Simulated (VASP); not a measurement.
# PRu3 (P6_3/mmc) in VASP: a series of runs

The runs below take PRu3 through single point, relaxation of cell and atoms, with PBE.

Program: VASP 6.6.1. These are calculated values, not measurements. Logs are shortened: lines on timing, memory, paths and dates and some standing lists are left out, and cuts for length are marked.

## (1) The cell of the first run

It takes space group P6_3/mmc (No. 194, hexagonal). Conventional cell: a = 5.507 Å, b = 5.507 Å, c = 4.081 Å, α = 90.00°, β = 90.00°, γ = 120.00°. Within 3.4 Å of P (site symmetry -6m2) lie 12 Ru at 2.56 to 2.75 Å. Within 3.4 Å of Ru (site symmetry mm2) lie 4 P at 2.56 to 2.75 Å and 8 Ru at 2.62 to 2.84 Å.

## (2) Single point, PBE

Input file INCAR:

```
ALGO     = Normal         # electronic algorithm
EDIFF    = 1E-6           # SCF threshold, eV
ENCUT    = 520            # plane-wave cutoff, eV
GGA      = PE             # functional
ISIF     = 2              # what is computed and relaxed
ISMEAR   = 0              # smearing method
LASPH    = T              # aspherical terms in the spheres
LCHARG   = T              # write CHGCAR
LELF     = T              # ELF
LREAL    = F              # projectors in reciprocal space
LVHAR    = T            
LWAVE    = F              # write WAVECAR
NBANDS   = 57             # bands
NELM     = 100            # most SCF steps
PREC     = Accurate       # precision mode
SIGMA    = 0.1            # smearing width, eV
```

Input file KPOINTS:

```
k-points
0
Gamma
  6 6 4
```

Input file POSCAR:

```
PRu3
1.0
    5.5065949185      0.0000000000      0.0000000000
   -2.7532974593      4.7688510877      0.0000000000
    0.0000000000      0.0000000000      4.0811622304
P Ru
2 6
Direct
    0.3333333333      0.6666666667      0.2500000000
    0.6666666667      0.3333333333      0.7500000000
    0.8280001040      0.6560002079      0.2500000000
    0.1719998960      0.8280001040      0.7500000000
    0.3439997921      0.1719998960      0.2500000000
    0.1719998960      0.3439997921      0.7500000000
    0.8280001040      0.1719998960      0.2500000000
    0.6560002079      0.8280001040      0.7500000000
```

Potentials or basis: VASP PAW PBE potentials, release 64 (P, Ru_pv).

Started as:

```bash
cat potpaw_PBE.64/P/POTCAR potpaw_PBE.64/Ru_pv/POTCAR > POTCAR
mpirun -np 1 vasp_std > vasp.out
```

OUTCAR:

```text
EDIFF = 1E-6
   ENCUT = 520
   GGA = PE
   ISIF = 2
   ISMEAR = 0
   LASPH = T
   LREAL = F
   NELM = 100
   PREC = Accurate

 ion  position               nearest neighbor table
   1  0.333  0.667  0.250-   6 2.56   6 2.56   8 2.56   8 2.56   4 2.56   4 2.56   5 2.75   3 2.75
                             7 2.75   7 2.75   5 2.75   3 2.75
   2  0.667  0.333  0.750-   3 2.56   3 2.56   5 2.56   5 2.56   7 2.56   7 2.56   8 2.75   6 2.75
                             4 2.75   4 2.75   8 2.75   6 2.75
   3  0.828  0.656  0.250-   2 2.56   2 2.56   4 2.62   4 2.62   8 2.62   8 2.62   5 2.67   7 2.67
                             1 2.75   1 2.75   5 2.84   7 2.84
   4  0.172  0.828  0.750-   1 2.56   1 2.56   5 2.62   5 2.62   3 2.62   3 2.62   6 2.67   8 2.67
                             2 2.75   2 2.75   6 2.84   8 2.84
   5  0.344  0.172  0.250-   2 2.56   2 2.56   4 2.62   4 2.62   6 2.62   6 2.62   3 2.67   7 2.67
                             1 2.75   1 2.75   3 2.84   7 2.84
   6  0.172  0.344  0.750-   1 2.56   1 2.56   7 2.62   7 2.62   5 2.62   5 2.62   8 2.67   4 2.67
                             2 2.75   2 2.75   8 2.84   4 2.84
   7  0.828  0.172  0.250-   2 2.56   2 2.56   8 2.62   8 2.62   6 2.62   6 2.62   3 2.67   5 2.67
                             1 2.75   1 2.75   3 2.84   5 2.84
   8  0.656  0.828  0.750-   1 2.56   1 2.56   7 2.62   7 2.62   3 2.62   3 2.62   6 2.67   4 2.67
                             2 2.75   2 2.75   6 2.84   4 2.84

  LATTYP: Found a hexagonal cell.
 ALAT       =     5.5065949185
 C/A-ratio  =     0.7411408122

  Lattice vectors:

 A1 = (   5.5065949185,   0.0000000000,   0.0000000000)
 A2 = (  -2.7532974593,   4.7688510877,   0.0000000000)
 A3 = (   0.0000000000,   0.0000000000,   4.0811622304)

Analysis of symmetry for initial positions (statically):
=====================================================================
 Subroutine PRICEL returns:
 Original cell was already a primitive cell.

 Routine SETGRP: Setting up the symmetry group for a
 hexagonal supercell.

 Subroutine GETGRP returns: Found 24 space group operations
 (whereof 12 operations were pure point group operations)
 out of a pool of 24 trial point group operations.

The static configuration has the point symmetry D_3d.
 The point group associated with its full space group is D_6h.

Analysis of symmetry for dynamics (positions and initial velocities):
=====================================================================
 Subroutine PRICEL returns:
 Original cell was already a primitive cell.

 Routine SETGRP: Setting up the symmetry group for a
 hexagonal supercell.

 Subroutine GETGRP returns: Found 24 space group operations
 (whereof 12 operations were pure point group operations)
 out of a pool of 24 trial point group operations.

The dynamic configuration has the point symmetry D_3d.
 The point group associated with its full space group is D_6h.

 Subroutine INISYM returns: Found 24 space group operations
 (whereof 12 operations are pure point group operations),
 and found     1 'primitive' translations

----------------------------------------------------------------------------------------

                                     Primitive cell

  volume of cell :     107.1719

  direct lattice vectors                    reciprocal lattice vectors
     5.506594919  0.000000000  0.000000000     0.181600429  0.104847057  0.000000000
    -2.753297459  4.768851088  0.000000000     0.000000000  0.209694113  0.000000000
     0.000000000  0.000000000  4.081162230     0.000000000  0.000000000  0.245028240

  length of vectors
     5.506594919  5.506594918  4.081162230     0.209694113  0.209694113  0.245028240

  position of ions in fractional coordinates (direct lattice)
     0.333333333  0.666666667  0.250000000
     0.666666667  0.333333333  0.750000000
     0.828000104  0.656000208  0.250000000
     0.171999896  0.828000104  0.750000000
     0.343999792  0.171999896  0.250000000
     0.171999896  0.343999792  0.750000000
     0.828000104  0.171999896  0.250000000
     0.656000208  0.828000104  0.750000000

  ion indices of the primitive-cell ions
   primitive index   ion index
                 1           1
                 2           2
                 3           3
                 4           4
                 5           5
                 6           6
                 7           7
                 8           8

----------------------------------------------------------------------------------------

 KPOINTS: k-points

Automatic generation of k-mesh.
 Grid dimensions read from file:
 generate k-points for:    6    6    4

 Generating k-lattice:

  Cartesian coordinates                     Fractional coordinates (reciprocal lattice)
     0.030266738  0.017474509  0.000000000     0.166666667  0.000000000  0.000000000
     0.000000000  0.034949019  0.000000000     0.000000000  0.166666667  0.000000000
[... 57 lines left out ...]
   ISMEAR =     0;   SIGMA  =   0.10  broadening in eV -4-tet -1-fermi 0-gaus
   EFERMI_NEDOS =   21; number of points for ismear=-14 and -15
   IALGO  =     38    algorithm
   IMIX   =      4    mixing-type and parameters
     AMIX     =   0.40;   BMIX     =  1.00
     AMIX_MAG =   1.60;   BMIX_MAG =  1.00
  volume/ion in A,a.u.               =      13.40        90.40
  Fermi-wavevector in a.u.,A,eV,Ry     =   1.567078  2.961347 33.412270  2.455733
  Thomas-Fermi vector in A             =   2.669311
   LORBIT       =      0    0 simple, 1 ext, 2 COOP (PROOUT), +10 PAW based schemes
   GGA     = PE    functional components
   LHFCALC =     F    Hartree Fock is set to
   AEXX    =    0.0000 exact exchange contribution
   IVDW    =     0    specifies the selected vdW correction
   LEPSILON=     F    determine dielectric tensor
   LRPA    =     F    only Hartree local field effects (RPA)
 non-spin polarized calculation
 Gauss-broadening in eV      SIGMA  =   0.10
  energy-cutoff  :      520.00
  volume of cell :      107.17
 maximum number of plane-waves:      2916
 NGX is ok and might be reduce to    42
   NGX = 21   NGY = 21   NGZ = 15

 number of electron      94.0000011 magnetization

 Free energy of the ion-electron system (eV)
  ---------------------------------------------------
  ext. energy  EPLUGINS =         0.00000000
  ---------------------------------------------------
  free energy    TOTEN  =       -65.19472261 eV

  energy without entropy =      -65.15859800  energy(sigma->0) =      -65.17666031

 E-fermi :  12.6068     XC(G=0): -13.5785

 val. band max:       12.5763710240   @ k =   0.3333   0.3333   0.2500
 cond. band min:      12.6195248917   @ k =   0.3333   0.3333   0.2500
 fundamental gap:      0.0431538677
 Fermi energy:        12.6068108819

 k-point     1 :       0.0000    0.0000    0.0000
  band No.  band energies     occupation
      1     -30.7076      2.00000
      2     -30.6325      2.00000
      3     -30.4307      2.00000
      4     -30.4307      2.00000
      5     -30.4012      2.00000
      6     -30.3849      2.00000
[... 49 lines left out ...]
     56      14.9272      0.00000
     57      17.0213      0.00000

 k-point     2 :       0.1667    0.0000    0.0000
  band No.  band energies     occupation
      1     -30.6972      2.00000
      2     -30.5998      2.00000
      3     -30.4419      2.00000
      4     -30.4318      2.00000
      5     -30.3919      2.00000
      6     -30.3903      2.00000
[... 49 lines left out ...]
     56      14.8836      0.00000
     57      16.3323      0.00000

 k-point     3 :       0.3333    0.0000    0.0000
  band No.  band energies     occupation
      1     -30.6728      2.00000
      2     -30.5191      2.00000
      3     -30.4682      2.00000
      4     -30.4339      2.00000
      5     -30.4033      2.00000
      6     -30.3895      2.00000
[... 1014 lines left out ...]
      1     -30.5937      2.00000
      2     -30.5937      2.00000
      3     -30.5184      2.00000
      4     -30.5184      2.00000
      5     -30.4416      2.00000
      6     -30.4416      2.00000
[... 49 lines left out ...]
     56      14.9748      0.00000
     57      16.5772      0.00000

 k-point    21 :       0.3333    0.3333    0.5000
  band No.  band energies     occupation
      1     -30.5724      2.00000
      2     -30.5724      2.00000
      3     -30.5222      2.00000
      4     -30.5222      2.00000
      5     -30.4274      2.00000
      6     -30.4274      2.00000
[... 49 lines left out ...]
     56      15.4072      0.00000
     57      16.5328      0.00000

------------------------ aborting loop because EDIFF is reached ----------------------------------------

  FORCE on cell =-STRESS in cart. coord.  units (eV):
  Direction    XX          YY          ZZ          XY          YZ          ZX
  --------------------------------------------------------------------------------------
  -------------------------------------------------------------------------------------
  Total       -0.0383640     -0.0383640      0.0147641      0.0000000      0.0000000      0.0000000
  in kB       -0.5735264     -0.5735264      0.2207172      0.0000000      0.0000000      0.0000000
  external PRESSURE =      -0.3087785 kB  Pullay stress =       0.0000000 kB

 VOLUME and BASIS-vectors are now :
 -----------------------------------------------------------------------------
  energy-cutoff  :      520.00
  volume of cell :      107.17
      direct lattice vectors                 reciprocal lattice vectors
     5.506594919  0.000000000  0.000000000     0.181600429  0.104847057  0.000000000
    -2.753297459  4.768851088  0.000000000     0.000000000  0.209694113  0.000000000
     0.000000000  0.000000000  4.081162230     0.000000000  0.000000000  0.245028240

 POSITION                                       TOTAL-FORCE (eV/Angst)
 -----------------------------------------------------------------------------------
     -0.00000      3.17923      1.02029        -0.000000      0.000000      0.000000
      2.75330      1.58962      3.06087        -0.000000      0.000000      0.000000
      2.75330      3.12837      1.02029        -0.000000      0.002110     -0.000000
     -1.33260      3.94861      3.06087        -0.001828      0.001055      0.000000
      1.42070      0.82024      1.02029        -0.001828     -0.001055     -0.000000
     -0.00000      1.64048      3.06087         0.000000     -0.002110      0.000000
      4.08589      0.82024      1.02029         0.001828     -0.001055      0.000000
      1.33260      3.94861      3.06087         0.001828      0.001055     -0.000000
 -----------------------------------------------------------------------------------
    total drift:                               -0.000001      0.000000     -0.000000

  FREE ENERGIE OF THE ION-ELECTRON SYSTEM (eV)
  ---------------------------------------------------
  free  energy   TOTEN  =       -65.1947226083 eV

  energy  without entropy=      -65.1585980029  energy(sigma->0) =      -65.17666031
```

Run time: 65 s. Hardware: 1 thread of Intel Xeon 6975P-C (Granite Rapids), shared host; peak memory 0.26 GiB.

Results:

* Free energy: -65.1947 eV
* Pressure: 0.0 GPa
* Band gap on the k mesh: zero (bands 47 and 48 overlap by 0.44 eV)

Forces in eV/Å, atoms in the order of the input:
```
P    0.000  0.000  0.000
P    0.000  0.000  0.000
Ru   0.000  0.002  0.000
Ru  -0.002  0.001  0.000
Ru  -0.002 -0.001  0.000
Ru   0.000 -0.002  0.000
Ru   0.002 -0.001  0.000
Ru   0.002  0.001  0.000
```

Caveat: the k points lie up to 0.38 Å⁻¹ apart.

## (3) Single point, PBE

This run uses another cell than the first one, of 14.23 Å³/atom.

Input file INCAR:

```
SYSTEM = PRu3
ALGO = Normal ; EDIFF = 1E-6
ENCUT = 520 ; GGA = PE
ISIF = 2 ; ISMEAR = 0
LASPH = .TRUE. ; LCHARG = .TRUE.
LELF = .TRUE. ; LREAL = .FALSE.
LVHAR = .TRUE. ; LWAVE = .FALSE.
NBANDS = 57 ; NELM = 80
PREC = Accurate ; SIGMA = 0.1
```

Input file KPOINTS:

```
k-points
0
G
  6 6 4
  0 0 0
```

Input file POSCAR:

```
PRu3
1.0
    5.4717738907      0.0000000000      0.0000000000
   -2.7358869454      4.7386951931      0.0000000000
    0.0000000000      0.0000000000      4.3919428000
P Ru
2 6
Direct
    0.3333333333      0.6666666667      0.2500000000
    0.6666666667      0.3333333333      0.7500000000
    0.8330000000      0.6660000000      0.2500000000
    0.1670000000      0.8330000000      0.7500000000
    0.3340000000      0.1670000000      0.2500000000
    0.1670000000      0.3340000000      0.7500000000
    0.8330000000      0.1670000000      0.2500000000
    0.6660000000      0.8330000000      0.7500000000
```

Potentials or basis: VASP PAW PBE potentials, release 64 (P, Ru_pv).

Started as:

```bash
cat potpaw_PBE.64/P/POTCAR potpaw_PBE.64/Ru_pv/POTCAR > POTCAR
mpirun -np 1 vasp_std > vasp.out
```

Wall time 68 s (1 thread of Intel Xeon 6975P-C (Granite Rapids), shared host); peak memory 0.28 GiB.

Results (log left out):

* Free energy: -64.5655 eV
* Pressure: -14.2 GPa
* Largest force: 0.439 eV/Å
* Band gap on the k mesh: zero (bands 47 and 48 overlap by 0.31 eV)

Forces in eV/Å, atoms in the order of the input:
```
P    0.000  0.000  0.000
P    0.000  0.000  0.000
Ru   0.000 -0.439  0.000
Ru   0.380 -0.220  0.000
Ru   0.380  0.220  0.000
Ru   0.000  0.439  0.000
Ru  -0.380  0.220  0.000
Ru  -0.380 -0.220  0.000
```

Stress tensor (GPa, compression positive):
```
-10.76   0.00   0.00
  0.00 -10.76   0.00
  0.00   0.00 -20.95
```

Levels at points of the mesh, in eV from the Fermi level:
```
           k point  band 44  band 45  band 46  band 47  band 48  band 49  band 50  band 51
(0.00, 0.00, 0.00)    -0.48    -0.46    -0.06    -0.06    -0.02    -0.02     0.96     0.96
(0.50, 0.00, 0.00)    -0.59    -0.58    -0.53    -0.21    -0.11     0.11     0.71     1.35
(0.00, 0.00, 0.50)    -0.87    -0.79    -0.79     0.15     0.15     0.15     0.15     1.45
(0.50, 0.00, 0.50)    -1.02    -0.82    -0.82     0.18     0.18     0.38     0.38     0.81
```

Caveat: the cell stands under tension.

## (4) Relaxation of cell and atoms, PBE

This run uses another cell than the first one, of 14.23 Å³/atom.

Input file INCAR:

```
ALGO = Normal ; EDIFF = 1E-6
EDIFFG = -0.04 ; ENCUT = 600
GGA = PE ; IBRION = 2
ISIF = 3 ; ISMEAR = 0
LASPH = T ; LCHARG = F
LREAL = F ; LWAVE = F
NELM = 100 ; NSW = 90
PREC = Accurate ; SIGMA = 0.1
```

Input file KPOINTS:

```
k-points
0
Gamma
  6 6 4
```

POSCAR is that of step 3.

Started as:

```bash
cat potpaw_PBE.64/P/POTCAR potpaw_PBE.64/Ru_pv/POTCAR > POTCAR
mpirun -np 1 vasp_std > vasp.out
```

Wall time 9.4 min (1 thread of Intel Xeon 6975P-C (Granite Rapids), shared host); peak memory 0.36 GiB.

Results (log left out):

- Free energy: -65.2001 eV
- Relaxed volume: 13.39 Å³/atom
- Relaxed cell: a = 5.505 Å, b = 5.505 Å, c = 4.083 Å, α = 90.00°, β = 90.00°, γ = 120.00°
- Space group after relaxing (to 0.1 Å): P6_3/mmc (No. 194)
- Energy gained by relaxing: 79.2 meV/atom
- Ionic steps: 10
- Pressure after relaxing: 0.0 GPa
- Band gap on the k mesh: zero (bands 47 and 48 overlap by 0.43 eV)

The path:
```
step  energy change (eV)  largest force (eV/Å)  pressure (GPa)  volume (Å³)
   1              0.0000                0.4393          -14.19       113.88
   2              1.0141                0.7310           45.21        94.27
   3             -0.4215                0.5739            1.28       106.37
   4             -0.4220                0.5779            1.83       106.15
   5             -0.5892                0.1582            1.50       106.27
   6             -0.6237                0.1705            1.98       106.30
   7             -0.6120                0.0628           -3.89       108.83
   8             -0.6321                0.0727           -0.40       107.28
   9             -0.6328                0.0466            0.26       107.06
  10             -0.6333                0.0010            0.00       107.14
```

Final structure:
```yaml
crystal:
  lattice:
    - [5.50472, 0.00000, 0.00000]
    - [-2.75236, 4.76723, 0.00000]
    - [0.00000, 0.00000, 4.08289]
  atoms:
    - { symbol: P, position: [0.33333, 0.66667, 0.25000] }
    - { symbol: P, position: [0.66667, 0.33333, 0.75000] }
    - { symbol: Ru, position: [0.82803, 0.65606, 0.25000] }
    - { symbol: Ru, position: [0.17197, 0.82803, 0.75000] }
    - { symbol: Ru, position: [0.34394, 0.17197, 0.25000] }
    - { symbol: Ru, position: [0.17197, 0.34394, 0.75000] }
    - { symbol: Ru, position: [0.82803, 0.17197, 0.25000] }
    - { symbol: Ru, position: [0.65606, 0.82803, 0.75000] }
```

Levels at points of the mesh, in eV from the Fermi level:
| k point | band 45 | band 46 | band 47 | band 48 | band 49 | band 50 |
| --- | --- | --- | --- | --- | --- | --- |
| (0.00, 0.00, 0.00) | -0.34 | -0.33 | -0.33 | 0.24 | 0.24 | 1.19 |
| (0.50, 0.00, 0.00) | -0.44 | -0.42 | -0.20 | 0.17 | 0.61 | 1.23 |
| (0.00, 0.00, 0.50) | -0.96 | -0.96 | 0.12 | 0.12 | 0.12 | 0.12 |
| (0.50, 0.00, 0.50) | -0.80 | -0.80 | -0.03 | -0.03 | 0.39 | 0.39 |

## (5) Overview

| task | cell | cutoff (eV) | gap on the mesh (eV) | pressure (GPa) |
| --- | --- | --- | --- | --- |
| single point | a = 5.507, b = 5.507, c = 4.081 Å, angles 90.0, 90.0, 120.0°, 8 atoms, atomic positions A | 520 | none | 0.0 |
| single point | a = 5.472, b = 5.472, c = 4.392 Å, angles 90.0, 90.0, 120.0°, 8 atoms, atomic positions B | 520 | none | -14.2 |
| relaxation of cell and atoms | relaxed from a = 5.472, b = 5.472, c = 4.392 Å, angles 90.0, 90.0, 120.0°, 8 atoms, atomic positions B | 600 | none | 0.0 |

Alike in all rows: level PBE; potentials or basis VASP PAW PBE potentials, release 64 (P, Ru_pv); no spin polarisation; k mesh 6 × 6 × 4; smearing gaussian 0.1 eV.

Caveats: some runs use coarse meshes; the cell stands under tension (at least some runs).

Absolute energies hang on the potentials; compare differences alone.
